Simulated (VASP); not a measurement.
Here is a VASP 6.6.1 calculation.

The input POSCAR:

```
ClO
1.0
    3.1963500000      0.0011600000      0.0028800000
    0.0011600000      3.1796500000     -0.0047000000
    0.0028800000     -0.0047000000      3.1797200000
Cl O
1 1
Direct
    0.9920200000      0.9844800000      0.9975100000
    0.4982681671      0.5188820120      0.4912374396
```

The input INCAR.step1:

```
SYSTEM = ClO
PREC = Accurate
ENCUT = 520
ISMEAR = 0
SIGMA = 0.05
LREAL = .FALSE.
LASPH = .TRUE.
NELM = 80
NBANDS = 14
GGA = PE
ALGO = Normal
EDIFF = 1E-4
LWAVE = .TRUE.
LCHARG = .FALSE.
```

Contents of INCAR.step2:

```
SYSTEM = ClO
PREC = Accurate
ENCUT = 520
EDIFF = 1E-6
ISMEAR = 0
SIGMA = 0.05
LREAL = .FALSE.
LASPH = .TRUE.
NELM = 80
ALGO = Normal
ISIF = 2
LWAVE = .FALSE.
LCHARG = .FALSE.
METAGGA = R2SCAN
LMIXTAU = .TRUE.
IVDW = 12
VDW_S6 = 1.0
VDW_S8 = 0.78981345
VDW_A1 = 0.49484001
VDW_A2 = 5.73083694
NBANDS = 14
ISTART = 1
```

Contents of KPOINTS:

```
regular mesh
0
G
  6 6 6
  0 0 0
```

Potentials or basis: VASP PAW PBE potentials, release 64 (Cl, O).

Run with:

```console
$ cat potpaw_PBE.64/Cl/POTCAR potpaw_PBE.64/O/POTCAR > POTCAR
$ cp INCAR.step1 INCAR
$ mpirun -np 1 vasp_std > vasp.out
$ cp INCAR.step2 INCAR
$ mpirun -np 1 vasp_std > vasp.out
```

Task: Predict the largest force.

Result: 0.322 eV/Å.

Task: Predict the dispersion energy per atom.

Result: -0.072 eV.

Task: Estimate the pressure.

Result: -12.6 GPa.

Forces in eV/Å, atoms in the order of the input:
```
Cl  -0.052 -0.314  0.051
O    0.052  0.314 -0.051
```

Caveat: three body term missing; the PAW data sets were made with another functional, which shifts forces and pressure a little; an odd number of electrons without spin polarisation forces a metal; a magnetic or distorted state may lie lower; pairwise dispersion overbinds metals, which lowers pressure and volume.
